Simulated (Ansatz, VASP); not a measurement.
**GaGe: VASP beside Ansatz**

File POSCAR:

```
GaGe
1.0
    0.0000000000      2.9546788998      2.9546788998
    2.9546788998      0.0000000000      2.9546788998
    2.9546788998      2.9546788998      0.0000000000
Ge Ga
1 1
Direct
    0.0000000000      0.0000000000      0.0000000000
    0.2500000000      0.2500000000      0.2500000000
```

INCAR.step1

```
SYSTEM = GaGe
ALGO = Normal
EDIFF = 1E-5
ENCUT = 520
GGA = PE
ISIF = 2
ISMEAR = -1
LASPH = .TRUE.
LREAL = .FALSE.
LWAVE = .TRUE.
NBANDS = 20
NELM = 100
PREC = Accurate
SIGMA = 0.05
```

The input INCAR.step2:

```
SYSTEM = GaGe
AEXX = 0.25
ALGO = Normal
EDIFF = 1E-6
ENCUT = 520
GGA = PE
ISIF = 2
ISMEAR = -1
ISTART = 1
LASPH = .TRUE.
LCHARG = .TRUE.
LELF = .TRUE.
LHFCALC = .TRUE.
LREAL = .FALSE.
LVHAR = .TRUE.
LWAVE = .FALSE.
NBANDS = 20
NELM = 100
PREC = Accurate
PRECFOCK = Normal
SIGMA = 0.05
```

The input KPOINTS:

```
k-points
0
G
  4 4 4
  0 0 0
```

Contents of input.yaml:

```yaml
crystal:
  lattice:
    - [0.0, 2.9546788998, 2.9546788998]
    - [2.9546788998, 0.0, 2.9546788998]
    - [2.9546788998, 2.9546788998, 0.0]
  atoms:
    - { symbol: Ge, position: [0.0, 0.0, 0.0] }
    - { symbol: Ga, position: [0.25, 0.25, 0.25] }
hamiltonian:
  xc: pbe0
  pseudopotentials: { kind: paw }
kpoints:
  mp_grid: { grid: [4, 4, 4] }
scf:
  occupations: { method: fermi_dirac, width: 0.05 }
output:
  forces: true
  stress: true
  eigenvalues: true
```

Alike in both runs: task single point; functional PBE0; k mesh 4 × 4 × 4; occupations fermi-dirac, width 0.05 eV; no spin polarisation.

```csv
,VASP,Ansatz
version,VASP 6.6.1,Ansatz 0.2.0
potentials or method,"VASP PAW PBE potentials, release 64 (Ge_d, Ga_d)",Ansatz PAW
plane-wave cutoff (eV),520,420
valence electrons in the cell,27,27
```

|  | VASP | Ansatz | Ansatz less VASP |
| --- | --- | --- | --- |
| gap on the k mesh at the Fermi level (eV) | none | none | - |
| pressure (GPa) | -4.6 | -4.6 | -0.01 |

A gap of «none» marks a metal or a gap that the smearing closes. The functional is the same, so the differences come from potentials, cutoffs and numerics.

The k mesh is coarse, so the values compare programs but aren't converged.
